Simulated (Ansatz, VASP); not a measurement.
Mg2C in VASP and in Ansatz

```
Mg C
1.0
     3.48811    0.00000    0.00000
    -1.74405    3.02079    0.00000
     0.00000    0.00000    4.61802
Mg C
2 1
Direct
  0.33333 0.66667 0.79745
  0.66667 0.33333 0.20255
  0.00000 0.00000 0.00000
```

Alike in both runs: functional PBE; dispersion D3(BJ); k mesh 18 × 18 × 10; occupations gaussian, width 0.1 eV; no spin polarisation.

Ansatz relaxed the structure, and its values are those at the end. VASP's run is a single point on that final structure, the one shown.

```csv
,VASP,Ansatz
version,VASP 6.6.1,Ansatz 0.2.0
potentials or method,"VASP PAW PBE potentials, release 64 (Mg, C), cutoff 520 eV","scalar-relativistic, plane waves, PAW"
valence electrons in the cell,8,24
```

|  | VASP | Ansatz | Ansatz less VASP |
| --- | --- | --- | --- |
| gap on the k mesh at the Fermi level (eV) | none | none | - |
| pressure (GPa) | -0.1 | 0.0 | +0.13 |

A gap of «none» marks a metal or a gap that the smearing closes. VASP's potentials hold 8 valence electrons a cell and Ansatz's 24, so a difference there can come from the potentials and not from the codes.
